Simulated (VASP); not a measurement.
# Pd (Fm-3m) in VASP: single point with LDA

Aim: the single point of Pd with LDA.

All numbers are computed with VASP 6.6.1; they aren't measurements. Logs are shortened: lines on timing, memory, paths and dates and some standing lists are left out, and cuts for length are marked.

**1. The cell of the first run**

Symmetry: Fm-3m, No. 225, cubic system. The conventional cell has a = 7.786 Å, b = 7.786 Å, c = 7.786 Å, α = 90.00°, β = 90.00°, γ = 90.00°. Pd (site symmetry mmm) has 10 Pd at 2.75 Å within 3.6 Å. Pd (site symmetry m-3m) has 12 Pd at 2.75 Å within 3.6 Å.

**2. Single point, LDA**

File INCAR:

```
PREC = Accurate
ENCUT = 400
EDIFF = 1E-6
ISMEAR = 0
SIGMA = 0.1
LREAL = False
LASPH = True
NELM = 120
ALGO = Normal
ISIF = 2
LWAVE = False
LCHARG = True
LELF = True
LVHAR = True
NBANDS = 44
GGA_COMPAT = False
```

File KPOINTS:

```
Automatic mesh
0
Gamma
  3 3 3
```

File POSCAR:

```
Pd
1.0
    0.0000000000      3.8930000000      3.8930000000
    3.8930000000      0.0000000000      3.8930000000
    3.8930000000      3.8930000000      0.0000000000
Pd
7
Direct
    0.0000000000      0.0000000000      0.5000000000
    0.0000000000      0.5000000000      0.0000000000
    0.0000000000      0.5000000000      0.5000000000
    0.5000000000      0.0000000000      0.0000000000
    0.5000000000      0.0000000000      0.5000000000
    0.5000000000      0.5000000000      0.0000000000
    0.5000000000      0.5000000000      0.5000000000
```

Potentials or basis: VASP PAW LDA potentials, release 64 (Pd).

Started as:

```console
> cat potpaw_LDA.64/Pd/POTCAR > POTCAR
> mpirun -np 1 vasp_std > vasp.out
```

OUTCAR:

```text
PREC = Accurate
   ENCUT = 400
   EDIFF = 1E-6
   ISMEAR = 0
   LREAL = False
   LASPH = True
   NELM = 120
   ISIF = 2

 ion  position               nearest neighbor table
   1  0.000  0.000  0.500-   3 2.75   5 2.75   2 2.75   4 2.75   2 2.75   3 2.75   7 2.75   4 2.75
                             5 2.75   7 2.75
   2  0.000  0.500  0.000-   3 2.75   6 2.75   1 2.75   3 2.75   7 2.75   1 2.75   4 2.75   4 2.75
                             6 2.75   7 2.75
   3  0.000  0.500  0.500-   1 2.75   2 2.75   7 2.75   2 2.75   6 2.75   1 2.75   5 2.75   5 2.75
                             6 2.75   7 2.75
   4  0.500  0.000  0.000-   5 2.75   6 2.75   1 2.75   5 2.75   7 2.75   2 2.75   6 2.75   7 2.75
                             1 2.75   2 2.75
   5  0.500  0.000  0.500-   1 2.75   4 2.75   7 2.75   4 2.75   6 2.75   3 2.75   6 2.75   7 2.75
                             1 2.75   3 2.75
   6  0.500  0.500  0.000-   2 2.75   4 2.75   7 2.75   3 2.75   5 2.75   7 2.75   4 2.75   5 2.75
                             2 2.75   3 2.75
   7  0.500  0.500  0.500-   3 2.75   5 2.75   6 2.75   2 2.75   4 2.75   6 2.75   1 2.75   4 2.75
                             5 2.75   1 2.75   2 2.75   3 2.75

  LATTYP: Found a face centered cubic cell.
 ALAT       =     7.7860000000

  Lattice vectors:

 A1 = (   0.0000000000,   3.8930000000,   3.8930000000)
 A2 = (   3.8930000000,   0.0000000000,   3.8930000000)
 A3 = (   3.8930000000,   3.8930000000,   0.0000000000)

Analysis of symmetry for initial positions (statically):
=====================================================================
 Subroutine PRICEL returns:
 Original cell was already a primitive cell.

 Routine SETGRP: Setting up the symmetry group for a
 face centered cubic supercell.

 Subroutine GETGRP returns: Found 48 space group operations
 (whereof 48 operations were pure point group operations)
 out of a pool of 48 trial point group operations.

The static configuration has the point symmetry O_h .

Analysis of symmetry for dynamics (positions and initial velocities):
=====================================================================
 Subroutine PRICEL returns:
 Original cell was already a primitive cell.

 Routine SETGRP: Setting up the symmetry group for a
 face centered cubic supercell.

 Subroutine GETGRP returns: Found 48 space group operations
 (whereof 48 operations were pure point group operations)
 out of a pool of 48 trial point group operations.

The dynamic configuration has the point symmetry O_h .
[... 91 lines left out ...]
   NSW    =      0    number of steps for IOM
   IBRION =     -1    ionic relax: 0-MD 1-quasi-New 2-CG
   NFREE  =      0    steps in history (QN), initial steepest desc. (CG)
   ISIF   =      2    stress and relaxation
   ISYM   =      2    0-nonsym 1-usesym 2-fastsym
   POTIM  = 0.5000    time-step for ionic-motion
   TEBEG  =    0.0;   TEEND  =   0.0 temperature during run
   PSTRESS=    0.0 pullay stress
   NELECT =      70.0000    total number of electrons
   NUPDOWN=      -1.0000    fix difference up-down
   EMIN   =  10.00;   EMAX   =-10.00  energy-range for DOS
   EFERMI =   0.00;   METHOD = LEGACY
   ISMEAR =     0;   SIGMA  =   0.10  broadening in eV -4-tet -1-fermi 0-gaus
   EFERMI_NEDOS =   21; number of points for ismear=-14 and -15
   IALGO  =     38    algorithm
   IMIX   =      4    mixing-type and parameters
     AMIX     =   0.40;   BMIX     =  1.00
     AMIX_MAG =   1.60;   BMIX_MAG =  1.00
  volume/ion in A,a.u.               =      16.86       113.76
  Fermi-wavevector in a.u.,A,eV,Ry     =   1.375561  2.599433 25.744500  1.892167
  Thomas-Fermi vector in A             =   2.500885
   LORBIT       =      0    0 simple, 1 ext, 2 COOP (PROOUT), +10 PAW based schemes
   GGA     = CA    functional components
   LHFCALC =     F    Hartree Fock is set to
   AEXX    =    0.0000 exact exchange contribution
   IVDW    =     0    specifies the selected vdW correction
   LEPSILON=     F    determine dielectric tensor
   LRPA    =     F    only Hartree local field effects (RPA)
 non-spin polarized calculation
 Gauss-broadening in eV      SIGMA  =   0.10
  energy-cutoff  :      400.00
  volume of cell :      118.00
 maximum number of plane-waves:      2139
   NGX = 17   NGY = 17   NGZ = 17

 number of electron      69.9999975 magnetization

 Free energy of the ion-electron system (eV)
  ---------------------------------------------------
  ext. energy  EPLUGINS =         0.00000000
  ---------------------------------------------------
  free energy    TOTEN  =       -43.79063547 eV

  energy without entropy =      -43.71391516  energy(sigma->0) =      -43.75227532

 E-fermi :   7.5287     XC(G=0): -12.5856

 val. band max:        7.5052315478   @ k =   0.0000   0.0000   0.0000
 cond. band min:       7.5287182332   @ k =  -0.3333   0.3333   0.0000
 fundamental gap:      0.0234866854
 Fermi energy:         7.5286870654

 k-point     1 :       0.0000    0.0000    0.0000
  band No.  band energies     occupation
      1       0.9141      2.00000
      2       2.2076      2.00000
      3       2.3213      2.00000
      4       2.3213      2.00000
      5       2.3213      2.00000
      6       2.8190      2.00000
[... 177 lines left out ...]
     43      14.5637      0.00000
     44      15.0024      0.00000

------------------------ aborting loop because EDIFF is reached ----------------------------------------

  FORCE on cell =-STRESS in cart. coord.  units (eV):
  Direction    XX          YY          ZZ          XY          YZ          ZX
  --------------------------------------------------------------------------------------
  -------------------------------------------------------------------------------------
  Total      -11.2986217    -11.2986217    -11.2986217     -0.0000000      0.0000000      0.0000000
  in kB     -153.4097074   -153.4097074   -153.4097074     -0.0000000      0.0000000      0.0000000
  external PRESSURE =    -153.4097074 kB  Pullay stress =       0.0000000 kB

 VOLUME and BASIS-vectors are now :
 -----------------------------------------------------------------------------
  energy-cutoff  :      400.00
  volume of cell :      118.00
      direct lattice vectors                 reciprocal lattice vectors
     0.000000000  3.893000000  3.893000000    -0.128435654  0.128435654  0.128435654
     3.893000000  0.000000000  3.893000000     0.128435654 -0.128435654  0.128435654
     3.893000000  3.893000000  0.000000000     0.128435654  0.128435654 -0.128435654

 POSITION                                       TOTAL-FORCE (eV/Angst)
 -----------------------------------------------------------------------------------
      1.94650      1.94650      0.00000         0.000000     -0.000000      0.000000
      1.94650      0.00000      1.94650         0.000000      0.000000      0.000000
      3.89300      1.94650      1.94650         0.000000      0.000000     -0.000000
      0.00000      1.94650      1.94650        -0.000000      0.000000      0.000000
      1.94650      3.89300      1.94650         0.000000     -0.000000     -0.000000
      1.94650      1.94650      3.89300        -0.000000     -0.000000     -0.000000
      3.89300      3.89300      3.89300        -0.000000      0.000000     -0.000000
 -----------------------------------------------------------------------------------
    total drift:                                0.000000      0.000000     -0.000000

  FREE ENERGIE OF THE ION-ELECTRON SYSTEM (eV)
  ---------------------------------------------------
  free  energy   TOTEN  =       -43.7906354674 eV

  energy  without entropy=      -43.7139151633  energy(sigma->0) =      -43.75227532
```

OSZICAR:

```text
N       E                     dE             d eps       ncg     rms          rms(c)
DAV:   1     0.382762392751E+03    0.38276E+03   -0.30031E+04   352   0.125E+03
DAV:   2    -0.338446141887E+02   -0.41661E+03   -0.39525E+03   384   0.306E+02
DAV:   3    -0.462453209095E+02   -0.12401E+02   -0.12108E+02   372   0.545E+01
DAV:   4    -0.463876213981E+02   -0.14230E+00   -0.14219E+00   364   0.583E+00
DAV:   5    -0.463906930660E+02   -0.30717E-02   -0.30714E-02   392   0.897E-01    0.179E+01
DAV:   6    -0.439470655913E+02    0.24436E+01   -0.89712E+00   364   0.185E+01    0.879E+00
DAV:   7    -0.440688652232E+02   -0.12180E+00   -0.17366E+00   368   0.107E+01    0.632E+00
DAV:   8    -0.438297441718E+02    0.23912E+00   -0.15293E+00   372   0.887E+00    0.376E+00
DAV:   9    -0.437910044270E+02    0.38740E-01   -0.58851E-02   368   0.217E+00    0.236E-01
DAV:  10    -0.437906739143E+02    0.33051E-03   -0.21762E-03   380   0.255E-01    0.149E-01
DAV:  11    -0.437906376052E+02    0.36309E-04   -0.21593E-04   392   0.814E-02    0.372E-02
DAV:  12    -0.437906366292E+02    0.97599E-06   -0.13158E-05   384   0.254E-02    0.126E-02
DAV:  13    -0.437906354304E+02    0.11987E-05   -0.31300E-06   340   0.121E-02    0.253E-03
DAV:  14    -0.437906354674E+02   -0.36986E-07   -0.18759E-07   188   0.252E-03
   1 F= -.43790635E+02 E0= -.43752275E+02  d E =-.767203E-01
```

stdout:

```text
POSCAR found type information on POSCAR Pd
 POSCAR found :  1 types and       7 ions
 scaLAPACK will be used
 LDA part: xc-table for (Slater(with rela. corr.)+CA(PZ))
 , standard interpolation
 POSCAR, INCAR and KPOINTS ok, starting setup
 FFT: planning ... GRIDC
 FFT: planning ... GRID_SOFT
 FFT: planning ... GRID
 WAVECAR not read
 entering main loop
```

Wall time 7.9 s (1 thread of Intel Xeon 6975P-C (Granite Rapids), shared host); peak memory 0.16 GiB.

What came out:

```
Free energy            : -43.7906 eV
Pressure               : -15.3 GPa
Band gap on the k mesh : zero (bands 35 and 36 overlap by 0.79 eV)
```

Caveat: the k points lie up to 0.47 Å⁻¹ apart, too coarse for converged energies and pressures of a metal.

The gap in the log of VASP goes by the Fermi energy; the results here count the filled bands.